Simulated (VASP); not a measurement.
# BN (R3m) in VASP: phonons with PBE+D3(BJ)

Aim: the phonons of BN with PBE+D3(BJ).

All numbers are computed with VASP 6.6.1; they aren't measurements. Logs are shortened: lines on timing, memory, paths and dates and some standing lists are left out, and cuts for length are marked.

## Step 1: The cell of the first run

Symmetry: R3m, No. 160, trigonal system. Conventional cell: a = 2.493 Å, b = 2.493 Å, c = 8.861 Å, α = 90.00°, β = 90.00°, γ = 120.00°. Within 1.9 Å of B (site symmetry 3m) lie 3 N at 1.44 Å. Within 1.9 Å of N (site symmetry 3m) lie 3 B at 1.44 Å.

## Step 2: Phonons, PBE+D3(BJ)

Contents of INCAR:

```
SYSTEM = BN
PREC = Accurate
ENCUT = 520
EDIFF = 1E-8
ISMEAR = 0
SIGMA = 0.01
LREAL = .FALSE.
LASPH = .TRUE.
NELM = 60
ALGO = Normal
ISIF = 2
LWAVE = .FALSE.
LCHARG = .FALSE.
GGA = PE
IVDW = 12
NBANDS = 11
IBRION = 6
NFREE = 2
POTIM = 0.015
NSW = 1
```

Contents of KPOINTS:

```
regular mesh
0
G
  12 12 12
  0 0 0
```

Contents of POSCAR:

```
BN
1.0
    2.4821864623      0.0022729228     -0.2359642405
   -1.2318575695      2.1549452225      0.2359490178
   -0.9649608180     -0.8816409935      3.0148092961
B N
1 1
Direct
    0.9918541013      0.9918329821     -0.0049269166
    0.6562948987      0.3240510179      0.9917319166
```

Potentials or basis: VASP PAW PBE potentials, release 64 (B, N).

Command:

```
cat potpaw_PBE.64/B/POTCAR potpaw_PBE.64/N/POTCAR > POTCAR
mpirun -np 1 vasp_std > vasp.out
```

OUTCAR:

```text
SYSTEM = BN
   PREC = Accurate
   ENCUT = 520
   EDIFF = 1E-8
   ISMEAR = 0
   LREAL = .FALSE.
   LASPH = .TRUE.
   NELM = 60
   ISIF = 2
   GGA = PE
   IVDW = 12
   IBRION = 6
   NFREE = 2
   POTIM = 0.015
   NSW = 1
 IVDW          = 12

 ion  position               nearest neighbor table
   1  0.992  0.992  0.995-   2 1.44   2 1.44   2 1.44
   2  0.656  0.324  0.992-   1 1.44   1 1.44   1 1.44

  LATTYP: Found a base centered monoclinic cell.
 ALAT       =     4.3186598874
 B/A-ratio  =     0.5773489408
 C/A-ratio  =     0.7608646530
 COS(beta)  =    -0.4380782816

  Lattice vectors:

 A1 = (  -1.2318575695,   2.1549452225,   0.2359490178)
 A2 = (  -2.4821864623,  -0.0022729228,   0.2359642405)
 A3 = (   1.5172256443,  -0.8793680707,   2.7788450556)

Analysis of symmetry for initial positions (statically):
=====================================================================
 Subroutine PRICEL returns:
 Original cell was already a primitive cell.

 Routine SETGRP: Setting up the symmetry group for a
 base centered monoclinic supercell.

 Subroutine GETGRP returns: Found  2 space group operations
 (whereof  1 operations were pure point group operations)
 out of a pool of  4 trial point group operations.

The static configuration has the point symmetry C_1 .
 The point group associated with its full space group is C_1h.

Analysis of symmetry for dynamics (positions and initial velocities):
=====================================================================
 Subroutine PRICEL returns:
 Original cell was already a primitive cell.

 Routine SETGRP: Setting up the symmetry group for a
 base centered monoclinic supercell.

 Subroutine GETGRP returns: Found  2 space group operations
 (whereof  1 operations were pure point group operations)
 out of a pool of  4 trial point group operations.

The dynamic configuration has the point symmetry C_1 .
 The point group associated with its full space group is C_1h.

 Subroutine INISYM returns: Found  2 space group operations
 (whereof  1 operations are pure point group operations),
 and found     1 'primitive' translations

----------------------------------------------------------------------------------------

                                     Primitive cell

  volume of cell :      15.9035

  direct lattice vectors                    reciprocal lattice vectors
     2.482186462  0.002272923 -0.235964241     0.421591645  0.219205840  0.199044190
    -1.231857570  2.154945222  0.235949018     0.012650276  0.456228819  0.137467086
    -0.964960818 -0.881640994  3.014809296     0.032007242 -0.018549101  0.336516173

  length of vectors
     2.493378014  2.493378014  3.285957290     0.515178905  0.476657072  0.338543450

  position of ions in fractional coordinates (direct lattice)
     0.991854101  0.991832982  0.995073083
     0.656294899  0.324051018  0.991731917

  ion indices of the primitive-cell ions
   primitive index   ion index
                 1           1
                 2           2

----------------------------------------------------------------------------------------

 KPOINTS: regular mesh

Automatic generation of k-mesh.
 Grid dimensions read from file:
 generate k-points for:   12   12   12

 Generating k-lattice:

  Cartesian coordinates                     Fractional coordinates (reciprocal lattice)
     0.035132637  0.018267153  0.016587016     0.083333333  0.000000000  0.000000000
     0.001054190  0.038019068  0.011455591     0.000000000  0.083333333  0.000000000
     0.002667270 -0.001545758  0.028043014     0.000000000 -0.000000000  0.083333333

  Length of vectors
     0.042931575  0.039721423  0.028211954

  Shift w.r.t. Gamma in fractional coordinates (k-lattice)
     0.000000000  0.000000000  0.000000000

 Subroutine IBZKPT returns following result:
 ===========================================

 Found    476 irreducible k-points:

 Following reciprocal coordinates:
            Coordinates               Weight
  0.000000  0.000000  0.000000      1.000000
  0.083333 -0.000000  0.000000      4.000000
  0.166667 -0.000000  0.000000      4.000000
  0.250000 -0.000000 -0.000000      4.000000
  0.333333 -0.000000  0.000000      4.000000
  0.416667 -0.000000  0.000000      4.000000
[... 16 lines left out ...]
  0.250000  0.166667  0.000000      4.000000
  0.333333  0.166667  0.000000      4.000000
 [... further k-points ...]
   k-points           NKPTS =    476   k-points in BZ     NKDIM =    476   number of bands    NBANDS=     11
   number of dos      NEDOS =    301   number of ions     NIONS =      2
   total plane-waves  NPLWV =   9600
   dimension x,y,z NGX =    20 NGY =   20 NGZ =   24
   dimension x,y,z NGXF=    40 NGYF=   40 NGZF=   48
   ions per type =               1   1
   NGX,Y,Z   is equivalent  to a cutoff of  13.33, 13.33, 12.14 a.u.
   NGXF,Y,Z  is equivalent  to a cutoff of  26.67, 26.67, 24.28 a.u.
 SYSTEM =  BN
   PREC   = accura    normal or accurate (medium, high low for compatibility)
   ISTART =      0    job   : 0-new  1-cont  2-samecut
   ICHARG =      2    charge: 1-file 2-atom 10-const
   ISPIN  =      1    spin polarized calculation?
   LNONCOLLINEAR =      F non collinear calculations
   LSORBIT =      F    spin-orbit coupling
   LASPH  =      T    aspherical Exc in radial PAW
   ENCUT  =  520.0 eV  38.22 Ry    6.18 a.u.   4.64  4.64  6.11*2*pi/ulx,y,z
   NELM   =     60;   NELMIN=  2; NELMDL= -5     # of ELM steps
   EDIFF  = 0.1E-07   stopping-criterion for ELM
   LREAL  =      F    real-space projection
   EDIFFG = 0.1E-06   stopping-criterion for IOM
   NSW    =     61    number of steps for IOM
   IBRION =      6    ionic relax: 0-MD 1-quasi-New 2-CG
   NFREE  =      2    steps in history (QN), initial steepest desc. (CG)
   ISIF   =      2    stress and relaxation
   ISYM   =      2    0-nonsym 1-usesym 2-fastsym
   POTIM  = 0.0150    time-step for ionic-motion
   TEBEG  =    0.0;   TEEND  =   0.0 temperature during run
   PSTRESS=    0.0 pullay stress
   NELECT =       8.0000    total number of electrons
   NUPDOWN=      -1.0000    fix difference up-down
   EMIN   =  10.00;   EMAX   =-10.00  energy-range for DOS
   EFERMI =   0.00;   METHOD = LEGACY
   ISMEAR =     0;   SIGMA  =   0.01  broadening in eV -4-tet -1-fermi 0-gaus
   EFERMI_NEDOS =   21; number of points for ismear=-14 and -15
   IALGO  =     38    algorithm
   IMIX   =      4    mixing-type and parameters
     AMIX     =   0.40;   BMIX     =  1.00
     AMIX_MAG =   1.60;   BMIX_MAG =  1.00
  volume/ion in A,a.u.               =       7.95        53.66
  Fermi-wavevector in a.u.,A,eV,Ry     =   1.301990  2.460404 23.064281  1.695177
  Thomas-Fermi vector in A             =   2.433087
   LORBIT       =      0    0 simple, 1 ext, 2 COOP (PROOUT), +10 PAW based schemes
   GGA     = PE    functional components
   LHFCALC =     F    Hartree Fock is set to
   AEXX    =    0.0000 exact exchange contribution
   IVDW    =    12    specifies the selected vdW correction
   LEPSILON=     F    determine dielectric tensor
   LRPA    =     F    only Hartree local field effects (RPA)
 finite differences with symmetry
 non-spin polarized calculation
 Gauss-broadening in eV      SIGMA  =   0.01
  energy-cutoff  :      520.00
  volume of cell :       15.90
 maximum number of plane-waves:       446
   NGX =  9   NGY =  9   NGZ = 13

--------------------------------------- Ionic step        1  -------------------------------------------

 number of electron       8.0000000 magnetization

 Free energy of the ion-electron system (eV)
  ---------------------------------------------------
  ext. energy  EPLUGINS =         0.00000000
  ---------------------------------------------------
  free energy    TOTEN  =       -17.50108889 eV

  energy without entropy =      -17.50108889  energy(sigma->0) =      -17.50108889

------------------------ aborting loop because EDIFF is reached ----------------------------------------

 Edisp (eV)   -0.32714

 E8    (eV) :    -0.0970
[... 311 lines left out ...]
--------------------------------------- Ionic step        9  -------------------------------------------

 number of electron       8.0000000 magnetization

 Free energy of the ion-electron system (eV)
  ---------------------------------------------------
  ext. energy  EPLUGINS =         0.00000000
  ---------------------------------------------------
  free energy    TOTEN  =       -17.49974507 eV

  energy without entropy =      -17.49974507  energy(sigma->0) =      -17.49974507

 E-fermi :   3.5706     XC(G=0): -10.8845

 val. band max:        3.4252973933   @ k =   0.3333   0.4167  -0.0000
 cond. band min:       7.3410916086   @ k =   0.5000   0.5000   0.5000
 fundamental gap:      3.9157942153
 Fermi energy:         3.5705778922

 k-point     1 :       0.0000    0.0000    0.0000
  band No.  band energies     occupation
      1     -14.7335      2.00000
      2       0.0112      2.00000
      3       2.0593      2.00000
      4       2.0978      2.00000
      5       9.4935      0.00000
      6      15.1010      0.00000
      7      15.1533      0.00000
      8      16.7199      0.00000
      9      19.0678      0.00000
     10      29.7582      0.00000
     11      32.0946      0.00000
[... 309 lines left out ...]
 k-point    24 :       0.3333    0.1667    0.0000
  band No.  band energies     occupation
      1     -11.3214      2.00000
      2      -4.6430      2.00000
      3      -2.0814      2.00000
      4       1.9443      2.00000
      5       8.3105      0.00000
      6      15.1246      0.00000
      7      17.5883      0.00000
      8      21.1922      0.00000
      9      22.9296      0.00000
     10      26.2387      0.00000
     11      28.8067      0.00000

 [... further k-points ...]

------------------------ aborting loop because EDIFF is reached ----------------------------------------

 Edisp (eV)   -0.32715

 E8    (eV) :    -0.0970
[... 25 lines left out ...]
  FREE ENERGIE OF THE ION-ELECTRON SYSTEM (eV)
  ---------------------------------------------------
  free  energy   TOTEN  =       -17.8268951911 eV

  energy  without entropy=      -17.8268951911  energy(sigma->0) =      -17.82689519

 INTERNAL STRAIN TENSORS FROM DISPLACED ATOMS
 ============================================

 INTERNAL STRAIN TENSOR FOR ION    1 for displacements in x,y,z  (eV/Angst):
          X           Y           Z          XY          YZ          ZX
  --------------------------------------------------------------------------------
  x     0.15773    -0.01017    -0.23279    13.41787    -1.27197     0.52123
  y    13.39361   -13.47916     0.13494    -0.05203    -0.93589    -1.27195
  z     0.95782    -0.49376    -1.34693    -1.26713     0.15873    -0.27384

 INTERNAL STRAIN TENSOR FOR ION    2 for displacements in x,y,z  (eV/Angst):
          X           Y           Z          XY          YZ          ZX
  --------------------------------------------------------------------------------
  x    -0.16510     0.00869     0.23308   -13.41407     1.27237    -0.52300
  y   -13.39068    13.48136    -0.13511     0.04906     0.93457     1.27235
  z    -0.95946     0.49467     1.34902     1.26936    -0.15929     0.27481

 Eigenvectors and eigenvalues of the dynamical matrix
 ----------------------------------------------------

   1 f  =   41.410147 THz   260.187624 2PiTHz 1381.293805 cm-1   171.258528 meV
             X         Y         Z           dx          dy          dz
      0.279963  1.262303  2.999936    -0.646021    0.374432    0.082075
      0.272879 -0.174548  2.911480     0.567680   -0.329026   -0.072127
[... 21 lines left out ...]
   6 f/i=    0.000998 THz     0.006272 2PiTHz    0.033299 cm-1     0.004129 meV
             X         Y         Z           dx          dy          dz
      0.279963  1.262303  2.999936     0.331018    0.571111   -0.000004
      0.272879 -0.174548  2.911480     0.376683    0.649899   -0.000004

 ELASTIC MODULI CONTR FROM IONIC RELAXATION (kBar)
 Direction    XX          YY          ZZ          XY          YZ          ZX
 --------------------------------------------------------------------------------
 XX        -424.7009    425.6534      0.9221     -0.6573     29.4702     40.7491
 YY         425.6534   -428.6613      4.8636     -2.7980    -29.6560    -40.4285
 ZZ           0.9221      4.8636    -16.4106      3.4388      0.8821     -1.5220
 XY          -0.6573     -2.7980      3.4388   -427.4223     40.5282    -17.4467
 YZ          29.4702    -29.6560      0.8821     40.5282     -5.9779     -1.0470
 ZX          40.7491    -40.4285     -1.5220    -17.4467     -1.0470     -4.7784
 --------------------------------------------------------------------------------
```

Wall time 5.1 min (1 thread of Intel Xeon 6975P-C (Granite Rapids), shared host); peak memory 0.39 GiB.

What came out:

- Highest phonon frequency at Γ, LO-TO splitting left out: 1381 cm⁻¹
- Dispersion energy per atom: -0.164 eV

Phonon frequencies in cm⁻¹ (negative: imaginary):
```
              q point          frequencies
(0.000, 0.000, 0.000)  0 0 0 717 1381 1381
```

Caveat: the cell wasn't relaxed at this level first, which shifts response properties.
